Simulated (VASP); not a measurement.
Sn3Mo2, 5 atoms in the cell. Symmetry: P4mm, No. 99, tetragonal system. The conventional cell has a = 4.003 Å, b = 4.003 Å, c = 7.597 Å, α = 90.00°, β = 90.00°, γ = 90.00°. Within 3.6 Å of Sn (site symmetry 2mm) lie 4 Mo at 2.76 to 2.91 Å and 4 Sn at 2.83 Å. Within 3.6 Å of Sn (site symmetry 4mm) lie 5 Mo at 2.70 to 2.97 Å. Mo (site symmetry 4mm) has 5 Sn at 2.70 to 2.76 Å within 3.6 Å. Within 3.8 Å of Mo (site symmetry 4mm) lie 8 Sn at 2.91 to 2.97 Å. 

```yaml
Program: VASP 6.6.1
Task: single point
Functional: PBE
Potentials_or_basis: VASP PAW PBE potentials, release 64 (Sn_d, Mo_sv)
Cutoff: 520 eV
k_mesh: 4 × 4 × 4
Occupations: gaussian, width 0.1 eV
Spin: no spin polarisation
Dipole_correction: no
Further_INCAR_settings: ALGO = Fast; EDIFF = 1e-06; NBANDS = 43
```

Potentials or basis: VASP PAW PBE potentials, release 64 (Sn_d, Mo_sv).

Run with:

```bash
$ cat potpaw_PBE.64/Sn_d/POTCAR potpaw_PBE.64/Mo_sv/POTCAR > POTCAR
$ mpirun -np 1 vasp_std > vasp.out
```

Hardware: 1 thread of Intel(R) Xeon(R) 6975P-C (Granite Rapids), with other jobs on the host.

Estimate the wall time of this run.

Wall time 46 s on 1 thread of Intel(R) Xeon(R) 6975P-C (Granite Rapids), with other jobs on the host, peak memory 0.25 GiB. Counts: scf iterations 16, k points 18.
